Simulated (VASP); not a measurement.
# PbSe (Pm-3m) in VASP: single point with PBEsol

Aim: the single point of PbSe with PBEsol.

Everything below comes from runs of VASP 6.6.1. Logs are shortened: lines on timing, memory, paths and dates and some standing lists are left out, and cuts for length are marked.

### 1 The cell of the first run

Symmetry: Pm-3m, No. 221, cubic system. Conventional cell: a = 3.784 Å, b = 3.784 Å, c = 3.784 Å, α = 90.00°, β = 90.00°, γ = 90.00°. Pb (site symmetry m-3m) has 8 Se at 3.28 Å and 6 Pb at 3.78 Å within 4.3 Å. Within 4.3 Å of Se (site symmetry m-3m) lie 8 Pb at 3.28 Å and 6 Se at 3.78 Å.

### 2 Single point, PBEsol

INCAR

```
PREC = Accurate
ENCUT = 500
EDIFF = 1E-6
ISMEAR = -1
SIGMA = 0.1
LREAL = F
LASPH = T
NELM = 120
ALGO = Normal
ISIF = 2
LWAVE = F
LCHARG = F
GGA = PS
NBANDS = 17
GGA_COMPAT = F
```

KPOINTS

```
regular mesh
0
Gamma
  6 6 6
```

POSCAR

```
PbSe
1.0
    3.7843220000      0.0000000000      0.0000000000
    0.0000000000      3.7843220000      0.0000000000
    0.0000000000      0.0000000000      3.7843220000
Pb Se
1 1
Direct
    0.0000000000      0.0000000000      0.0000000000
    0.5000000000      0.5000000000      0.5000000000
```

Potentials or basis: VASP PAW PBE potentials, release 64 (Pb_d, Se).

Started as:

```console
> cat potpaw_PBE.64/Pb_d/POTCAR potpaw_PBE.64/Se/POTCAR > POTCAR
> mpirun -np 1 vasp_std > vasp.out
```

OUTCAR:

```text
PREC = Accurate
   ENCUT = 500
   EDIFF = 1E-6
   ISMEAR = -1
   LREAL = F
   LASPH = T
   NELM = 120
   ISIF = 2
   GGA = PS

 ion  position               nearest neighbor table
   1  0.000  0.000  0.000-   2 3.28   2 3.28   2 3.28   2 3.28   2 3.28   2 3.28   2 3.28   2 3.28

   2  0.500  0.500  0.500-   1 3.28   1 3.28   1 3.28   1 3.28   1 3.28   1 3.28   1 3.28   1 3.28

  LATTYP: Found a simple cubic cell.
 ALAT       =     3.7843220000

  Lattice vectors:

 A1 = (   3.7843220000,   0.0000000000,   0.0000000000)
 A2 = (   0.0000000000,   3.7843220000,   0.0000000000)
 A3 = (   0.0000000000,   0.0000000000,   3.7843220000)

Analysis of symmetry for initial positions (statically):
=====================================================================
 Subroutine PRICEL returns:
 Original cell was already a primitive cell.

 Routine SETGRP: Setting up the symmetry group for a
 simple cubic supercell.

 Subroutine GETGRP returns: Found 48 space group operations
 (whereof 48 operations were pure point group operations)
 out of a pool of 48 trial point group operations.

The static configuration has the point symmetry O_h .

Analysis of symmetry for dynamics (positions and initial velocities):
=====================================================================
 Subroutine PRICEL returns:
 Original cell was already a primitive cell.

 Routine SETGRP: Setting up the symmetry group for a
 simple cubic supercell.

 Subroutine GETGRP returns: Found 48 space group operations
 (whereof 48 operations were pure point group operations)
 out of a pool of 48 trial point group operations.

The dynamic configuration has the point symmetry O_h .

 Subroutine INISYM returns: Found 48 space group operations
 (whereof 48 operations are pure point group operations),
 and found     1 'primitive' translations

----------------------------------------------------------------------------------------

                                     Primitive cell

  volume of cell :      54.1956

  direct lattice vectors                    reciprocal lattice vectors
     3.784322000  0.000000000  0.000000000     0.264248127  0.000000000  0.000000000
     0.000000000  3.784322000  0.000000000     0.000000000  0.264248127  0.000000000
[... 73 lines left out ...]
   ICHARG =      2    charge: 1-file 2-atom 10-const
   ISPIN  =      1    spin polarized calculation?
   LNONCOLLINEAR =      F non collinear calculations
   LSORBIT =      F    spin-orbit coupling
   LASPH  =      T    aspherical Exc in radial PAW
   ENCUT  =  500.0 eV  36.75 Ry    6.06 a.u.   6.90  6.90  6.90*2*pi/ulx,y,z
   NELM   =    120;   NELMIN=  2; NELMDL= -5     # of ELM steps
   EDIFF  = 0.1E-05   stopping-criterion for ELM
   LREAL  =      F    real-space projection
   EDIFFG = 0.1E-04   stopping-criterion for IOM
   NSW    =      0    number of steps for IOM
   IBRION =     -1    ionic relax: 0-MD 1-quasi-New 2-CG
   NFREE  =      0    steps in history (QN), initial steepest desc. (CG)
   ISIF   =      2    stress and relaxation
   ISYM   =      2    0-nonsym 1-usesym 2-fastsym
   POTIM  = 0.5000    time-step for ionic-motion
   TEBEG  =    0.0;   TEEND  =   0.0 temperature during run
   PSTRESS=    0.0 pullay stress
   NELECT =      20.0000    total number of electrons
   NUPDOWN=      -1.0000    fix difference up-down
   EMIN   =  10.00;   EMAX   =-10.00  energy-range for DOS
   EFERMI =   0.00;   METHOD = LEGACY
   ISMEAR =    -1;   SIGMA  =   0.10  broadening in eV -4-tet -1-fermi 0-gaus
   EFERMI_NEDOS =   21; number of points for ismear=-14 and -15
   IALGO  =     38    algorithm
   IMIX   =      4    mixing-type and parameters
     AMIX     =   0.40;   BMIX     =  1.00
     AMIX_MAG =   1.60;   BMIX_MAG =  1.00
  volume/ion in A,a.u.               =      27.10       182.87
  Fermi-wavevector in a.u.,A,eV,Ry     =   1.174258  2.219025 18.760817  1.378881
  Thomas-Fermi vector in A             =   2.310658
   LORBIT       =      0    0 simple, 1 ext, 2 COOP (PROOUT), +10 PAW based schemes
   GGA     = PS    functional components
   LHFCALC =     F    Hartree Fock is set to
   AEXX    =    0.0000 exact exchange contribution
   IVDW    =     0    specifies the selected vdW correction
   LEPSILON=     F    determine dielectric tensor
   LRPA    =     F    only Hartree local field effects (RPA)
 non-spin polarized calculation
  energy-cutoff  :      500.00
  volume of cell :       54.20
 maximum number of plane-waves:      1406
 NGX is ok and might be reduce to    28
   NGX = 13   NGY = 13   NGZ = 13

 number of electron      20.0000009 magnetization

 Free energy of the ion-electron system (eV)
  ---------------------------------------------------
  ext. energy  EPLUGINS =         0.00000000
  ---------------------------------------------------
  free energy    TOTEN  =        -8.48157031 eV

  energy without entropy =       -8.44972838  energy(sigma->0) =       -8.46564935

 E-fermi :   5.2273     XC(G=0): -10.1233

 val. band max:        5.2247658398   @ k =   0.5000   0.0000   0.0000
 cond. band min:       5.2941554416   @ k =   0.1667   0.1667   0.1667
 fundamental gap:      0.0693896018
 Fermi energy:         5.2273134610

 k-point     1 :       0.0000    0.0000    0.0000
  band No.  band energies     occupation
      1     -11.6403      2.00000
      2     -11.6403      2.00000
      3     -11.4897      2.00000
      4     -11.4897      2.00000
      5     -11.4897      2.00000
      6      -8.0463      2.00000
[... 377 lines left out ...]
      4     -11.4458      2.00000
      5     -11.4458      2.00000
      6      -6.1196      2.00000
[... 9 lines left out ...]
     16      18.8652      0.00000
     17      22.4721      0.00000

------------------------ aborting loop because EDIFF is reached ----------------------------------------

  FORCE on cell =-STRESS in cart. coord.  units (eV):
  Direction    XX          YY          ZZ          XY          YZ          ZX
  --------------------------------------------------------------------------------------
  -------------------------------------------------------------------------------------
  Total       -1.0701570     -1.0701570     -1.0701570      0.0000000      0.0000000     -0.0000000
  in kB      -31.6368923    -31.6368923    -31.6368923      0.0000000      0.0000000     -0.0000000
  external PRESSURE =     -31.6368923 kB  Pullay stress =       0.0000000 kB

 VOLUME and BASIS-vectors are now :
 -----------------------------------------------------------------------------
  energy-cutoff  :      500.00
  volume of cell :       54.20
      direct lattice vectors                 reciprocal lattice vectors
     3.784322000  0.000000000  0.000000000     0.264248127  0.000000000  0.000000000
     0.000000000  3.784322000  0.000000000     0.000000000  0.264248127  0.000000000
     0.000000000  0.000000000  3.784322000     0.000000000  0.000000000  0.264248127

 POSITION                                       TOTAL-FORCE (eV/Angst)
 -----------------------------------------------------------------------------------
      0.00000      0.00000      0.00000         0.000000      0.000000      0.000000
      1.89216      1.89216      1.89216         0.000000      0.000000      0.000000
 -----------------------------------------------------------------------------------
    total drift:                               -0.000000      0.000000     -0.000000

  FREE ENERGIE OF THE ION-ELECTRON SYSTEM (eV)
  ---------------------------------------------------
  free  energy   TOTEN  =        -8.4815703146 eV

  energy  without entropy=       -8.4497283772  energy(sigma->0) =       -8.46564935
```

Wall time 24 s (1 thread of Intel Xeon 8259CL, shared host); peak memory 0.16 GiB.

What came out:

```yaml
Free_energy: -8.4816 eV
Pressure: -3.2 GPa
Band_gap_on_the_k_mesh: zero (band 10 reaches 5.29 eV, above the bottom of band 11 at 4.54 eV)
```

Levels at points of the mesh, in eV from the Fermi level:
```csv
k point,band 6,band 7,band 8,band 9,band 10,band 11,band 12,band 13,band 14,band 15
"(0.00, 0.00, 0.00)",-13.27,-7.13,-1.55,-1.55,-1.55,5.00,5.00,6.00,6.00,6.00
"(0.50, 0.00, 0.00)",-12.22,-9.02,-0.33,-0.32,-0.32,0.00,3.33,3.33,6.38,8.25
"(0.50, 0.50, 0.00)",-11.58,-7.52,-4.42,-4.42,-0.06,4.04,4.04,4.93,6.65,8.59
"(0.50, 0.50, 0.50)",-11.35,-6.46,-2.40,-2.40,-2.40,-0.69,-0.69,-0.69,13.64,13.64
```

Caveat: the PAW data sets were made with another functional, which shifts forces and pressure a little; spin-orbit coupling is left out, which moves the levels of the heavy elements.
